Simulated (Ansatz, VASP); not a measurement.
**One calculation of Mo, two programs**

```
Mo
1.0
     0.00000    1.93440    2.09560
     1.93440    0.00000    2.09560
     1.93440    1.93440    0.00000
Mo
1
Cartesian
  0.0000 0.0000 0.0000
```

Change from the starting cell: strain -0.040 along x and y, +0.040 along z, atoms carried along.

Alike in both runs: task single point; functional PBE; k mesh 20 × 20 × 20; occupations gaussian, width 0.15 eV; no spin polarisation.

|  | VASP | Ansatz |
| --- | --- | --- |
| version | VASP 6.6.1 | Ansatz 0.2.0 |
| potentials or method | VASP PAW PBE potentials, release 64 (Mo_sv), cutoff 520 eV | scalar-relativistic, plane waves, PAW |
| valence electrons in the cell | 14 | 14 |

VASP gave:

| Quantity | Value |
| --- | --- |
| gap on the k mesh at the Fermi level (eV) | none |
| pressure (GPa) | 6.3 |
| traceless stress, the component that is largest in VASP (GPa) | 6.07 |

Estimate Ansatz's values.

gap on the k mesh at the Fermi level (eV): none; pressure (GPa): 5.8; traceless stress, the component that is largest in VASP (GPa): 6.10.

A gap of «none» marks a metal or a gap that the smearing closes.
